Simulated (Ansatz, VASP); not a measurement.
**One calculation of NiO, two programs**

File INCAR:

```
ALGO = Normal ; EDIFF = 1E-8
ENCUT = 520 ; GGA = PE
ISIF = 2 ; ISMEAR = -1
ISPIN = 2 ; LASPH = True
LCHARG = False ; LEFG = True
LMAXMIX = 4 ; LORBIT = 11
LREAL = False ; LWAVE = False
MAGMOM = 1.5 0 ; NBANDS = 19
NELM = 150 ; PREC = Accurate
SIGMA = 0.03
```

KPOINTS

```
k-points
0
Gamma
  14 14 14
```

The input POSCAR:

```
NiO
1.0
    0.0000000000      2.2407094874      2.2407094874
    2.2407094874      0.0000000000      2.2407094874
    2.2407094874      2.2407094874      0.0000000000
Ni O
1 1
Direct
    0.0000000000      0.0000000000      0.0000000000
    0.2500000000      0.2500000000      0.2500000000
```

Input for Ansatz:

```yaml
crystal:
  lattice:
    - [0.0, 2.2407094874, 2.2407094874]
    - [2.2407094874, 0.0, 2.2407094874]
    - [2.2407094874, 2.2407094874, 0.0]
  atoms:
    - { symbol: Ni, position: [0.0, 0.0, 0.0], spin: 1.5 }
    - { symbol: O, position: [0.25, 0.25, 0.25] }
magnetization:
  spin_polarized: true
kpoints:
  mp_grid: { grid: [14, 14, 14] }
  band_path:
    path:
      - [0.0, 0.0, 0.0]
      - [-0.5, -0.5, 0.0]
      - [-0.375, -0.375, 0.25]
      - [-0.375, 0.0, 0.375]
      - [0.0, 0.0, 0.0]
      - [0.0, 0.0, 0.5]
      - [-0.5, -0.25, 0.25]
      - [-0.5, -0.5, 0.0]
    npoints: 8
scf:
  occupations: { method: fermi_dirac, width: 0.03 }
hamiltonian:
  xc: pbe
  pseudopotentials: { kind: paw }
output:
  forces: true
  stress: true
  eigenvalues: true
  efg: { contact_densities: true }
  populations: true
  bader: true
  dos: { projected: true, de: 0.2, e_range: [-14, 8] }
```

Alike in both runs: task electric field gradients; functional PBE; k mesh 14 × 14 × 14; occupations fermi-dirac, width 0.03 eV; collinear spin.

```csv
,VASP,Ansatz
version,VASP 6.6.1,Ansatz 0.2.0
potentials or method,"VASP PAW PBE potentials, release 64 (Ni, O)","PAW with Ansatz's default frozen-core files, scalar-relativistic"
plane-wave cutoff (eV),520,420
valence electrons in the cell,16,24
```

VASP gave:

```
pressure (GPa)                                                : 0.2
net moment per atom (μB)                                      : 0.96
size of the moment on the site where the two differ most (μB) : 1.50
```

**Question.** Which values does Ansatz return?

**Answer.** Pressure (GPa): 0.0; net moment per atom (μB): 0.97; size of the moment on the site where the two differ most (μB): 1.47.

Site moments also hang on the region over which each program counts them. The functional is the same, so the differences come from potentials, cutoffs and numerics. VASP's potentials hold 16 valence electrons a cell and Ansatz's 24, so a difference there can come from the potentials and not from the codes.
